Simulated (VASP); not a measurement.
# Al2Ga3P5 in VASP: further runs, part 3 of 3

VASP 6.6.1. Earlier steps stand in the parts before.

**5. Single point, PBE**

Input file INCAR:

```
ALGO = Normal
EDIFF = 1E-6
ENCUT = 500
GGA = PE
GGA_COMPAT = F
ISIF = 2
ISMEAR = 0
LASPH = T
LCHARG = F
LREAL = F
LWAVE = F
NBANDS = 46
NELM = 120
PREC = Accurate
SIGMA = 0.1
```

Input file KPOINTS:

```
k-points
0
Gamma
  4 4 4
```

Input file POSCAR:

```
Al2Ga3P5
1.0
    0.0002876540     -3.9124089735      0.0000586084
    3.9128489800     -0.0002931396      0.0005495896
   -1.9552016465      1.9554915202     13.6596500201
Al Ga P
2 3 5
Direct
    0.8000543785      0.7998089839      0.5999774515
    0.2001834266      0.1998085298      0.4000023833
    0.5998857711      0.6000405958      0.1999998955
   -0.0000209528      0.0000389514     -0.0000042779
    0.3999528125      0.4000672209      0.8000018033
    0.9499235951      0.4501238534      0.9000014017
    0.3497173569      0.8498273383      0.6994115520
    0.7501538178      0.2498998813      0.4999936345
    0.1501892395      0.6502403603      0.3005991465
    0.5499605549      0.0501442851      0.1000170097
```

Potentials or basis: VASP PAW PBE potentials, release 64 (Al, Ga_d, P).

Run with:

```console
cat potpaw_PBE.64/Al/POTCAR potpaw_PBE.64/Ga_d/POTCAR potpaw_PBE.64/P/POTCAR > POTCAR
mpirun -np 1 vasp_std > vasp.out
```

OUTCAR:

```text
EDIFF = 1E-6
   ENCUT = 500
   GGA = PE
   ISIF = 2
   ISMEAR = 0
   LASPH = T
   LREAL = F
   NELM = 120
   PREC = Accurate

 ion  position               nearest neighbor table
   1  0.800  0.800  0.600-   7 2.38   7 2.38   8 2.39   8 2.39
   2  0.200  0.200  0.400-   9 2.38   9 2.38   8 2.39   8 2.39
   3  0.600  0.600  0.200-  10 2.39  10 2.39   9 2.39   9 2.39
   4  1.000  0.000  1.000-   6 2.39   6 2.39  10 2.39  10 2.39
   5  0.400  0.400  0.800-   6 2.39   6 2.39   7 2.39   7 2.39
   6  0.950  0.450  0.900-   5 2.39   5 2.39   4 2.39   4 2.39
   7  0.350  0.850  0.699-   1 2.38   1 2.38   5 2.39   5 2.39
   8  0.750  0.250  0.500-   2 2.39   2 2.39   1 2.39   1 2.39
   9  0.150  0.650  0.301-   2 2.38   2 2.38   3 2.39   3 2.39
  10  0.550  0.050  0.100-   3 2.39   3 2.39   4 2.39   4 2.39

  LATTYP: Found a base centered monoclinic cell.
 ALAT       =    29.7324170220
 B/A-ratio  =     0.1315873170
 C/A-ratio  =     0.9557523638
 COS(beta)  =    -0.9919637845

  Lattice vectors:

 A1 = (   5.8680506265,  -1.9557846598, -13.6591004305)
 A2 = (   5.8677629725,   1.9566243137, -13.6591590389)
 A3 = (  -7.8229646190,  -0.0011327935,  27.3188090590)

Analysis of symmetry for initial positions (statically):
=====================================================================
 Subroutine PRICEL returns:
 Original cell was already a primitive cell.

 Routine SETGRP: Setting up the symmetry group for a
 base centered monoclinic supercell.

 Subroutine GETGRP returns: Found  1 space group operations
 (whereof  1 operations were pure point group operations)
 out of a pool of  4 trial point group operations.

The static configuration has the point symmetry C_1 .

Analysis of symmetry for dynamics (positions and initial velocities):
=====================================================================
 Subroutine PRICEL returns:
 Original cell was already a primitive cell.

 Routine SETGRP: Setting up the symmetry group for a
 base centered monoclinic supercell.

 Subroutine GETGRP returns: Found  1 space group operations
 (whereof  1 operations were pure point group operations)
 out of a pool of  4 trial point group operations.

The dynamic configuration has the point symmetry C_1 .

 Subroutine INISYM returns: Found  1 space group operations
 (whereof  1 operations are pure point group operations),
 and found     1 'primitive' translations

----------------------------------------------------------------------------------------

                                     Primitive cell

  volume of cell :     209.1157

  direct lattice vectors                    reciprocal lattice vectors
     0.000287654 -3.912408973  0.000058608    -0.000024288 -0.255596455  0.036587263
     3.912848980 -0.000293140  0.000549590     0.255563122  0.000019338  0.036577776
    -1.955201646  1.955491520 13.659650020    -0.000010282  0.000001096  0.073206689

  length of vectors
     3.912408985  3.912849030 13.936742777     0.258201813  0.258167472  0.073206690

  position of ions in fractional coordinates (direct lattice)
     0.800054379  0.799808984  0.599977452
     0.200183427  0.199808530  0.400002383
     0.599885771  0.600040596  0.199999895
[... 72 lines left out ...]
  0.250000 -0.250000  0.250000      2.000000
 [... further k-points ...]
   k-points           NKPTS =     36   k-points in BZ     NKDIM =     36   number of bands    NBANDS=     46
   number of dos      NEDOS =    301   number of ions     NIONS =     10
   total plane-waves  NPLWV =  97200
   dimension x,y,z NGX =    30 NGY =   30 NGZ =  108
   dimension x,y,z NGXF=    60 NGYF=   60 NGZF=  216
   ions per type =               2   3   5
   NGX,Y,Z   is equivalent  to a cutoff of  12.75, 12.75, 12.88 a.u.
   NGXF,Y,Z  is equivalent  to a cutoff of  25.50, 25.49, 25.77 a.u.
 SYSTEM =  unknown system
   PREC   = accura    normal or accurate (medium, high low for compatibility)
   ISTART =      0    job   : 0-new  1-cont  2-samecut
   ICHARG =      2    charge: 1-file 2-atom 10-const
   ISPIN  =      1    spin polarized calculation?
   LNONCOLLINEAR =      F non collinear calculations
   LSORBIT =      F    spin-orbit coupling
   LASPH  =      T    aspherical Exc in radial PAW
   ENCUT  =  500.0 eV  36.75 Ry    6.06 a.u.   7.13  7.13 25.41*2*pi/ulx,y,z
   NELM   =    120;   NELMIN=  2; NELMDL= -5     # of ELM steps
   EDIFF  = 0.1E-05   stopping-criterion for ELM
   LREAL  =      F    real-space projection
   EDIFFG = 0.1E-04   stopping-criterion for IOM
   NSW    =      0    number of steps for IOM
   IBRION =     -1    ionic relax: 0-MD 1-quasi-New 2-CG
   NFREE  =      0    steps in history (QN), initial steepest desc. (CG)
   ISIF   =      2    stress and relaxation
   ISYM   =      2    0-nonsym 1-usesym 2-fastsym
   POTIM  = 0.5000    time-step for ionic-motion
   TEBEG  =    0.0;   TEEND  =   0.0 temperature during run
   PSTRESS=    0.0 pullay stress
   NELECT =      70.0000    total number of electrons
   NUPDOWN=      -1.0000    fix difference up-down
   EMIN   =  10.00;   EMAX   =-10.00  energy-range for DOS
   EFERMI =   0.00;   METHOD = LEGACY
   ISMEAR =     0;   SIGMA  =   0.10  broadening in eV -4-tet -1-fermi 0-gaus
   EFERMI_NEDOS =   21; number of points for ismear=-14 and -15
   IALGO  =     38    algorithm
   IMIX   =      4    mixing-type and parameters
     AMIX     =   0.40;   BMIX     =  1.00
     AMIX_MAG =   1.60;   BMIX_MAG =  1.00
  volume/ion in A,a.u.               =      20.91       141.12
  Fermi-wavevector in a.u.,A,eV,Ry     =   1.136699  2.148049 17.579866  1.292084
  Thomas-Fermi vector in A             =   2.273404
   LORBIT       =      0    0 simple, 1 ext, 2 COOP (PROOUT), +10 PAW based schemes
   GGA     = PE    functional components
   LHFCALC =     F    Hartree Fock is set to
   AEXX    =    0.0000 exact exchange contribution
   IVDW    =     0    specifies the selected vdW correction
   LEPSILON=     F    determine dielectric tensor
   LRPA    =     F    only Hartree local field effects (RPA)
 non-spin polarized calculation
 Gauss-broadening in eV      SIGMA  =   0.10
  energy-cutoff  :      500.00
  volume of cell :      209.12
 maximum number of plane-waves:      5330
 NGX is ok and might be reduce to    30
   NGX = 15   NGY = 15   NGZ = 51

 number of electron      70.0000014 magnetization

 Free energy of the ion-electron system (eV)
  ---------------------------------------------------
  ext. energy  EPLUGINS =         0.00000000
  ---------------------------------------------------
  free energy    TOTEN  =       -47.93456291 eV

  energy without entropy =      -47.93456291  energy(sigma->0) =      -47.93456291

 E-fermi :   4.8531     XC(G=0):  -9.4467

 val. band max:        4.3756948886   @ k =   0.0000   0.0000   0.0000
 cond. band min:       5.8669644552   @ k =   0.0000   0.0000   0.0000
 fundamental gap:      1.4912695666
 Fermi energy:         4.8530609361

 k-point     1 :       0.0000    0.0000    0.0000
  band No.  band energies     occupation
      1     -10.0838      2.00000
      2     -10.0562      2.00000
      3     -10.0071      2.00000
      4      -9.9915      2.00000
      5      -9.9915      2.00000
      6      -9.9781      2.00000
[... 1165 lines left out ...]
     45       9.8776      0.00000
     46      10.0418      0.00000

 [... further k-points ...]

------------------------ aborting loop because EDIFF is reached ----------------------------------------

  FORCE on cell =-STRESS in cart. coord.  units (eV):
  Direction    XX          YY          ZZ          XY          YZ          ZX
  --------------------------------------------------------------------------------------
  -------------------------------------------------------------------------------------
  Total       -0.0822410     -0.0662357     -0.1010232      0.0072706      0.0046874     -0.0134282
  in kB       -0.6301042     -0.5074770     -0.7740074      0.0557047      0.0359132     -0.1028822
  external PRESSURE =      -0.6371962 kB  Pullay stress =       0.0000000 kB

 VOLUME and BASIS-vectors are now :
 -----------------------------------------------------------------------------
  energy-cutoff  :      500.00
  volume of cell :      209.12
      direct lattice vectors                 reciprocal lattice vectors
     0.000287654 -3.912408973  0.000058608    -0.000024288 -0.255596455  0.036587263
     3.912848980 -0.000293140  0.000549590     0.255563122  0.000019338  0.036577776
    -1.955201646  1.955491520 13.659650020    -0.000010282  0.000001096  0.073206689

 POSITION                                       TOTAL-FORCE (eV/Angst)
 -----------------------------------------------------------------------------------
      1.95669     -1.95712      8.19597         0.002358      0.000848     -0.009160
     -0.00021     -0.00106      5.46401         0.002959      0.001369      0.010346
      1.95700     -1.95608      2.73229         0.001132     -0.000382      0.005905
     -1.95475     -1.95684     13.65965         0.001357      0.000450      0.001182
      0.00135     -0.00050     10.92799         0.000807      0.000155     -0.006330
      0.00186     -1.95668     12.29401        -0.001722     -0.000786      0.006366
      1.95786     -0.00079      9.55420        -0.002096     -0.000824      0.000057
      0.00045     -1.95725      6.82992        -0.000774      0.000898      0.000639
      1.95660      0.00003      4.10645        -0.001839     -0.001432     -0.001189
      0.00081     -1.95610      1.36626        -0.002181     -0.000296     -0.007817
 -----------------------------------------------------------------------------------
    total drift:                               -0.000244     -0.000240     -0.000061

  FREE ENERGIE OF THE ION-ELECTRON SYSTEM (eV)
  ---------------------------------------------------
  free  energy   TOTEN  =       -47.9345629114 eV

  energy  without entropy=      -47.9345629114  energy(sigma->0) =      -47.93456291
```

It took 9.2 min on 1 thread of Intel Xeon 8259CL, shared host; peak memory 0.45 GiB.

What came out:

* Free energy: -47.9346 eV
* Pressure: -0.1 GPa
* Largest force: 0.011 eV/Å
* Band gap on the k mesh: 1.49 eV

Forces in eV/Å, atoms in the order of the input:
```
Al   0.002  0.001 -0.009
Al   0.003  0.001  0.010
Ga   0.001  0.000  0.006
Ga   0.001  0.000  0.001
Ga   0.001  0.000 -0.006
P   -0.002 -0.001  0.006
P   -0.002 -0.001  0.000
P   -0.001  0.001  0.001
P   -0.002 -0.001 -0.001
P   -0.002  0.000 -0.008
```

**6. Overview**

```csv
cell,k mesh,gap on the mesh (eV),pressure (GPa),largest force (eV/Å)
"a = 3.894, b = 3.894, c = 14.040 Å, angles 98.0, 98.0, 90.0°, 10 atoms, atomic positions A",4 × 4 × 4,1.56,0.1,0.02
"a = 13.536 Å, angles 164.1, 164.1, 22.6°, 10 atoms, atomic positions B",6 × 6 × 6,1.37,10.9,0.04
"a = 14.015 Å, angles 164.0, 164.0, 22.7°, 10 atoms, atomic positions C",6 × 6 × 6,1.57,0.0,0.01
"a = 3.912, b = 3.913, c = 13.937 Å, angles 98.1, 98.1, 90.0°, 10 atoms, atomic positions D",4 × 4 × 4,1.49,-0.1,0.01
```

Alike in all rows: task single point; level PBE; potentials or basis VASP PAW PBE potentials, release 64 (Al, Ga_d, P); no spin polarisation; cutoff (eV) 500; smearing gaussian 0.1 eV.

Caveats: the cell stands under pressure (at least some runs).

Total energies depend on the potentials used, so only differences within one code and one set of settings carry meaning.
